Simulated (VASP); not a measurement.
# Rb (Pm-3m) in VASP: further runs

Rb is run at these levels: PBE; tasks: single point.

Everything below comes from runs of VASP 6.6.1. Logs are shortened: lines on timing, memory, paths and dates and some standing lists are left out, and cuts for length are marked.

## Step 1: The cell of the first run

It takes space group Pm-3m (No. 221, cubic). Conventional cell: a = 4.745 Å, b = 4.745 Å, c = 4.745 Å, α = 90.00°, β = 90.00°, γ = 90.00°.

## Step 2: Single point, PBE (volume scaled by 1.08)

Input file INCAR:

```
ALGO     = Normal         # electronic algorithm
EDIFF    = 1E-7           # SCF threshold, eV
ENCUT    = 520            # plane-wave cutoff, eV
GGA      = PE             # functional
ISIF     = 2              # what is computed and relaxed
ISMEAR   = -1             # smearing method
LASPH    = T              # aspherical terms in the spheres
LCHARG   = F              # write CHGCAR
LREAL    = F              # projectors in reciprocal space
LWAVE    = F              # write WAVECAR
NBANDS   = 10             # bands
NELM     = 60             # most SCF steps
PREC     = Accurate       # precision mode
SIGMA    = 0.1            # smearing width, eV
```

Input file KPOINTS:

```
k-points
0
Gamma
  11 11 11
```

Input file POSCAR:

```
Rb
1.0
    4.7452761743      0.0000000000      0.0000000000
    0.0000000000      4.7452761743      0.0000000000
    0.0000000000      0.0000000000      4.7452761743
Rb
1
Direct
    0.0000000000      0.0000000000      0.0000000000
```

Potentials or basis: VASP PAW PBE potentials, release 64 (Rb_sv).

On the command line:

```
> cat potpaw_PBE.64/Rb_sv/POTCAR > POTCAR
> mpirun -np 1 vasp_std > vasp.out
```

OUTCAR:

```text
EDIFF = 1E-7
   ENCUT = 520
   GGA = PE
   ISIF = 2
   ISMEAR = -1
   LASPH = T
   LREAL = F
   NELM = 60
   PREC = Accurate

 ion  position               nearest neighbor table
   1  0.000  0.000  0.000-

  LATTYP: Found a simple cubic cell.
 ALAT       =     4.7452761743

  Lattice vectors:

 A1 = (   4.7452761743,   0.0000000000,   0.0000000000)
 A2 = (   0.0000000000,   4.7452761743,   0.0000000000)
 A3 = (   0.0000000000,   0.0000000000,   4.7452761743)

Analysis of symmetry for initial positions (statically):
=====================================================================
 Subroutine PRICEL returns:
 Original cell was already a primitive cell.

 Routine SETGRP: Setting up the symmetry group for a
 simple cubic supercell.

 Subroutine GETGRP returns: Found 48 space group operations
 (whereof 48 operations were pure point group operations)
 out of a pool of 48 trial point group operations.

The static configuration has the point symmetry O_h .

Analysis of symmetry for dynamics (positions and initial velocities):
=====================================================================
 Subroutine PRICEL returns:
 Original cell was already a primitive cell.

 Routine SETGRP: Setting up the symmetry group for a
 simple cubic supercell.

 Subroutine GETGRP returns: Found 48 space group operations
 (whereof 48 operations were pure point group operations)
 out of a pool of 48 trial point group operations.

The dynamic configuration has the point symmetry O_h .

 Subroutine INISYM returns: Found 48 space group operations
 (whereof 48 operations are pure point group operations),
 and found     1 'primitive' translations

----------------------------------------------------------------------------------------

                                     Primitive cell

  volume of cell :     106.8524

  direct lattice vectors                    reciprocal lattice vectors
     4.745276174  0.000000000  0.000000000     0.210735890  0.000000000  0.000000000
     0.000000000  4.745276174  0.000000000     0.000000000  0.210735890  0.000000000
     0.000000000  0.000000000  4.745276174     0.000000000  0.000000000  0.210735890

  length of vectors
     4.745276174  4.745276174  4.745276174     0.210735890  0.210735890  0.210735890

  position of ions in fractional coordinates (direct lattice)
     0.000000000  0.000000000  0.000000000

  ion indices of the primitive-cell ions
   primitive index   ion index
                 1           1

----------------------------------------------------------------------------------------

 KPOINTS: k-points

Automatic generation of k-mesh.
 Grid dimensions read from file:
 generate k-points for:   11   11   11

 Generating k-lattice:

  Cartesian coordinates                     Fractional coordinates (reciprocal lattice)
     0.019157808  0.000000000  0.000000000     0.090909091  0.000000000  0.000000000
     0.000000000  0.019157808  0.000000000     0.000000000  0.090909091  0.000000000
     0.000000000  0.000000000  0.019157808     0.000000000  0.000000000  0.090909091

  Length of vectors
     0.019157808  0.019157808  0.019157808

  Shift w.r.t. Gamma in fractional coordinates (k-lattice)
     0.000000000  0.000000000  0.000000000

 Subroutine IBZKPT returns following result:
 ===========================================

 Found     56 irreducible k-points:

 Following reciprocal coordinates:
            Coordinates               Weight
  0.000000  0.000000  0.000000      1.000000
  0.090909  0.000000  0.000000      6.000000
  0.181818  0.000000  0.000000      6.000000
  0.272727  0.000000  0.000000      6.000000
  0.363636  0.000000  0.000000      6.000000
  0.454545  0.000000  0.000000      6.000000
[... 16 lines left out ...]
  0.181818  0.090909  0.090909     24.000000
  0.272727  0.090909  0.090909     24.000000
 [... further k-points ...]
   k-points           NKPTS =     56   k-points in BZ     NKDIM =     56   number of bands    NBANDS=     10
   number of dos      NEDOS =    301   number of ions     NIONS =      1
   total plane-waves  NPLWV =  46656
   dimension x,y,z NGX =    36 NGY =   36 NGZ =   36
   dimension x,y,z NGXF=    72 NGYF=   72 NGZF=   72
   ions per type =               1
   NGX,Y,Z   is equivalent  to a cutoff of  12.61, 12.61, 12.61 a.u.
   NGXF,Y,Z  is equivalent  to a cutoff of  25.22, 25.22, 25.22 a.u.
 SYSTEM =  unknown system
   PREC   = accura    normal or accurate (medium, high low for compatibility)
   ISTART =      0    job   : 0-new  1-cont  2-samecut
   ICHARG =      2    charge: 1-file 2-atom 10-const
   ISPIN  =      1    spin polarized calculation?
   LNONCOLLINEAR =      F non collinear calculations
   LSORBIT =      F    spin-orbit coupling
   LASPH  =      T    aspherical Exc in radial PAW
   ENCUT  =  520.0 eV  38.22 Ry    6.18 a.u.   8.82  8.82  8.82*2*pi/ulx,y,z
   NELM   =     60;   NELMIN=  2; NELMDL= -5     # of ELM steps
   EDIFF  = 0.1E-06   stopping-criterion for ELM
   LREAL  =      F    real-space projection
   EDIFFG = 0.1E-05   stopping-criterion for IOM
   NSW    =      0    number of steps for IOM
   IBRION =     -1    ionic relax: 0-MD 1-quasi-New 2-CG
   NFREE  =      0    steps in history (QN), initial steepest desc. (CG)
   ISIF   =      2    stress and relaxation
   ISYM   =      2    0-nonsym 1-usesym 2-fastsym
   POTIM  = 0.5000    time-step for ionic-motion
   TEBEG  =    0.0;   TEEND  =   0.0 temperature during run
   PSTRESS=    0.0 pullay stress
   NELECT =       9.0000    total number of electrons
   NUPDOWN=      -1.0000    fix difference up-down
   EMIN   =  10.00;   EMAX   =-10.00  energy-range for DOS
   EFERMI =   0.00;   METHOD = LEGACY
   ISMEAR =    -1;   SIGMA  =   0.10  broadening in eV -4-tet -1-fermi 0-gaus
   EFERMI_NEDOS =   21; number of points for ismear=-14 and -15
   IALGO  =     38    algorithm
   IMIX   =      4    mixing-type and parameters
     AMIX     =   0.40;   BMIX     =  1.00
     AMIX_MAG =   1.60;   BMIX_MAG =  1.00
  volume/ion in A,a.u.               =     106.85       721.08
  Fermi-wavevector in a.u.,A,eV,Ry     =   0.717619  1.356104  7.006696  0.514978
  Thomas-Fermi vector in A             =   1.806346
   LORBIT       =      0    0 simple, 1 ext, 2 COOP (PROOUT), +10 PAW based schemes
   GGA     = PE    functional components
   LHFCALC =     F    Hartree Fock is set to
   AEXX    =    0.0000 exact exchange contribution
   IVDW    =     0    specifies the selected vdW correction
   LEPSILON=     F    determine dielectric tensor
   LRPA    =     F    only Hartree local field effects (RPA)
 non-spin polarized calculation
  energy-cutoff  :      520.00
  volume of cell :      106.85
 maximum number of plane-waves:      2902
 NGX is ok and might be reduce to    36
   NGX = 17   NGY = 17   NGZ = 17

 number of electron       9.0000000 magnetization

 Free energy of the ion-electron system (eV)
  ---------------------------------------------------
  ext. energy  EPLUGINS =         0.00000000
  ---------------------------------------------------
  free energy    TOTEN  =        -0.85248456 eV

  energy without entropy =       -0.82237338  energy(sigma->0) =       -0.83742897

 E-fermi :  -0.3061     XC(G=0):  -5.0799

 val. band max:       -0.3347713572   @ k =   0.4545   0.1818   0.0000
 cond. band min:      -0.2921361126   @ k =   0.3636   0.2727   0.1818
 fundamental gap:      0.0426352447
 Fermi energy:        -0.3061298397

 k-point     1 :       0.0000    0.0000    0.0000
  band No.  band energies     occupation
      1     -29.4105      2.00000
      2     -13.4514      2.00000
      3     -13.4514      2.00000
      4     -13.4514      2.00000
      5      -2.0704      2.00000
      6       2.0225      0.00000
      7       2.0225      0.00000
      8       5.0850      0.00000
      9       5.0850      0.00000
     10       5.0851      0.00000

 k-point     2 :       0.0909    0.0000    0.0000
  band No.  band energies     occupation
      1     -29.4103      2.00000
      2     -13.4587      2.00000
      3     -13.4508      2.00000
      4     -13.4508      2.00000
      5      -2.0030      2.00000
      6       1.9743      0.00000
      7       2.0564      0.00000
      8       4.7413      0.00000
      9       4.7413      0.00000
     10       4.7782      0.00000

 k-point     3 :       0.1818    0.0000    0.0000
  band No.  band energies     occupation
      1     -29.4096      2.00000
      2     -13.4782      2.00000
      3     -13.4491      2.00000
      4     -13.4491      2.00000
      5      -1.8047      2.00000
      6       1.7613      0.00000
      7       2.1530      0.00000
      8       4.3513      0.00000
      9       4.3513      0.00000
     10       4.4811      0.00000

 k-point     4 :       0.2727    0.0000    0.0000
  band No.  band energies     occupation
      1     -29.4088      2.00000
      2     -13.5036      2.00000
      3     -13.4470      2.00000
      4     -13.4470      2.00000
      5      -1.4870      1.99999
      6       1.3157      0.00000
      7       2.2948      0.00000
      8       4.0307      0.00000
      9       4.0307      0.00000
     10       4.5801      0.00000
[... 222 lines left out ...]
 k-point    22 :       0.0909    0.0909    0.0909
  band No.  band energies     occupation
      1     -29.4098      2.00000
      2     -13.4581      2.00000
      3     -13.4571      2.00000
      4     -13.4571      2.00000
      5      -1.8688      2.00000
      6       2.0150      0.00000
      7       2.0150      0.00000
      8       3.9742      0.00000
      9       4.6896      0.00000
     10       4.6896      0.00000

 k-point    23 :       0.1818    0.0909    0.0909
  band No.  band energies     occupation
      1     -29.4092      2.00000
      2     -13.4769      2.00000
      3     -13.4560      2.00000
      4     -13.4554      2.00000
      5      -1.6720      2.00000
      6       1.8391      0.00000
      7       2.1128      0.00000
      8       3.6536      0.00000
      9       4.2426      0.00000
     10       4.7812      0.00000

 k-point    24 :       0.2727    0.0909    0.0909
  band No.  band energies     occupation
      1     -29.4083      2.00000
      2     -13.5021      2.00000
      3     -13.4538      2.00000
      4     -13.4532      2.00000
      5      -1.3567      1.99995
      6       1.4050      0.00000
      7       2.2629      0.00000
      8       3.5849      0.00000
      9       3.8552      0.00000
     10       4.8962      0.00000

 [... further k-points ...]

------------------------ aborting loop because EDIFF is reached ----------------------------------------

  FORCE on cell =-STRESS in cart. coord.  units (eV):
  Direction    XX          YY          ZZ          XY          YZ          ZX
  --------------------------------------------------------------------------------------
  -------------------------------------------------------------------------------------
  Total       -0.0911431     -0.0911431     -0.0911431      0.0000000      0.0000000      0.0000000
  in kB       -1.3666270     -1.3666270     -1.3666270      0.0000000      0.0000000      0.0000000
  external PRESSURE =      -1.3666270 kB  Pullay stress =       0.0000000 kB

 VOLUME and BASIS-vectors are now :
 -----------------------------------------------------------------------------
  energy-cutoff  :      520.00
  volume of cell :      106.85
      direct lattice vectors                 reciprocal lattice vectors
     4.745276174  0.000000000  0.000000000     0.210735890  0.000000000  0.000000000
     0.000000000  4.745276174  0.000000000     0.000000000  0.210735890  0.000000000
     0.000000000  0.000000000  4.745276174     0.000000000  0.000000000  0.210735890

 POSITION                                       TOTAL-FORCE (eV/Angst)
 -----------------------------------------------------------------------------------
      0.00000      0.00000      0.00000         0.000000      0.000000      0.000000
 -----------------------------------------------------------------------------------
    total drift:                                0.000000      0.000000     -0.000000

  FREE ENERGIE OF THE ION-ELECTRON SYSTEM (eV)
  ---------------------------------------------------
  free  energy   TOTEN  =        -0.8524845552 eV

  energy  without entropy=       -0.8223733836  energy(sigma->0) =       -0.83742897
```

Run time: 49 s. Hardware: 1 thread of Intel Xeon Platinum 8375C at 2.90GHz (Ice Lake), shared host; peak memory 0.22 GiB.

Results:

```yaml
Free_energy: -0.8525 eV
Pressure: -0.1 GPa
```

## Step 3: Single point, PBE (volume scaled by 1.12)

Input file INCAR:

```
PREC = Accurate
ENCUT = 520
EDIFF = 1E-6
ISMEAR = -1
SIGMA = 0.1
LREAL = F
LASPH = T
NELM = 60
ALGO = Normal
ISIF = 2
LWAVE = F
LCHARG = F
GGA = PE
NBANDS = 10
```

Input file KPOINTS:

```
regular mesh
0
Gamma
  11 11 11
```

Input file POSCAR:

```
Rb
1.0
    4.8031510998      0.0000000000      0.0000000000
    0.0000000000      4.8031510998      0.0000000000
    0.0000000000      0.0000000000      4.8031510998
Rb
1
Direct
    0.0000000000      0.0000000000      0.0000000000
```

Potentials or basis: VASP PAW PBE potentials, release 64 (Rb_sv).

On the command line:

```
> cat potpaw_PBE.64/Rb_sv/POTCAR > POTCAR
> mpirun -np 1 vasp_std > vasp.out
```

It took 42 s on 1 thread of Intel Xeon Platinum 8375C at 2.90GHz (Ice Lake), shared host; peak memory 0.22 GiB.

The run converged. Its results:

- Free energy: -0.8485 eV
- Pressure: -0.2 GPa

Levels at points of the mesh, in eV from the Fermi level:
```
           k point  band 1  band 2  band 3  band 4  band 5  band 6  band 7  band 8  band 9  band 10
(0.00, 0.00, 0.00)  -29.12  -13.16  -13.16  -13.16   -1.72    2.33    2.33    5.26    5.26     5.27
```
